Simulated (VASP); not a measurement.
A run of VASP 6.6.1:

Contents of INCAR:

```
PREC = Accurate
ENCUT = 520
EDIFF = 1E-7
ISMEAR = 1
SIGMA = 0.1
LREAL = F
LASPH = T
NELM = 60
ALGO = Normal
ISIF = 2
LWAVE = F
LCHARG = T
GGA = PS
LELF = T
LVHAR = T
NBANDS = 18
```

Contents of KPOINTS:

```
regular mesh
0
Gamma
  9 9 9
```

The input POSCAR:

```
ZnAg
1.0
    3.1133461226      0.0000000000      0.0000000000
    0.0000000000      3.1133461226      0.0000000000
    0.0000000000      0.0000000000      3.1133461226
Zn Ag
1 1
Direct
    0.5000000000      0.5000000000      0.5000000000
    0.0000000000      0.0000000000      0.0000000000
```

Potentials or basis: VASP PAW PBE potentials, release 64 (Zn, Ag).

Command:

```sh
$ cat potpaw_PBE.64/Zn/POTCAR potpaw_PBE.64/Ag/POTCAR > POTCAR
$ mpirun -np 1 vasp_std > vasp.out
```

Hardware: 1 thread of Intel(R) Xeon(R) 6975P-C (Granite Rapids), on a shared host.

Question: How long does it take, and how much memory?

Answer: Wall time 5.2 s on 1 thread of Intel(R) Xeon(R) 6975P-C (Granite Rapids), on a shared host, peak memory 0.14 GiB. Counts: scf iterations 12, k points 35.
